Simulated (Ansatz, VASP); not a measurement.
# W: VASP beside Ansatz

The input INCAR:

```
AGGAC = 1.0
AGGAX = 1.0
ALDAC = 0.0
ALDAX = 1.0
ALGO = Normal
EDIFF = 1E-6
ENCUT = 520
GGA = B5
ISIF = 2
ISMEAR = -1
LASPH = T
LCHARG = F
LREAL = F
LWAVE = F
NBANDS = 21
NELM = 100
PREC = Accurate
SIGMA = 0.1
```

KPOINTS

```
k-points
0
Gamma
  10 10 10
```

File POSCAR:

```
W
1.0
    0.0000000000      2.9963222984      2.9963222984
    2.9963222984      0.0000000000      2.9963222984
    2.9963222984      2.9963222984      0.0000000000
W
2
Direct
    0.1250000000      0.1250000000      0.1250000000
    0.8750000000      0.8750000000      0.8750000000
```

Input for Ansatz:

```yaml
crystal:
  lattice:
    - [0.0, 2.9963222984, 2.9963222984]
    - [2.9963222984, 0.0, 2.9963222984]
    - [2.9963222984, 2.9963222984, 0.0]
  atoms:
    - { symbol: W, position: [0.125, 0.125, 0.125] }
    - { symbol: W, position: [0.875, 0.875, 0.875] }
hamiltonian:
  xc: blyp
  pseudopotentials:
    kind: paw
    azcp:
      W: "pseudopotentials/W.paw.azcp"
basis:
  ecutwfc: 420
  fft_grid_basis: typed
kpoints:
  mp_grid: { grid: [10, 10, 10], shift: [0, 0, 0] }
magnetization:
  spin_polarized: false
scf:
  occupations: { method: fermi_dirac, width: 0.1 }
  lower_state_search: "off"
output:
  stress: true
  write_density: true
  write_potential: true
  elf: true
  volumetric_format: npy
```

Alike in both runs: task single point; functional BLYP; k mesh 10 × 10 × 10; occupations fermi-dirac, width 0.1 eV; no spin polarisation.

```csv
,VASP,Ansatz
version,VASP 6.6.1,Ansatz 0.2.0
potentials or method,"VASP PAW PBE potentials, release 64 (W_sv), cutoff 520 eV","plane waves (420 eV) with PAW, scalar-relativistic"
valence electrons in the cell,28,28
```

|  | VASP | Ansatz | Ansatz less VASP |
| --- | --- | --- | --- |
| pressure (GPa) | -3.3 | -4.0 | -0.65 |

VASP's potentials were made for PBE, not for BLYP.

Spin-orbit coupling is off throughout.
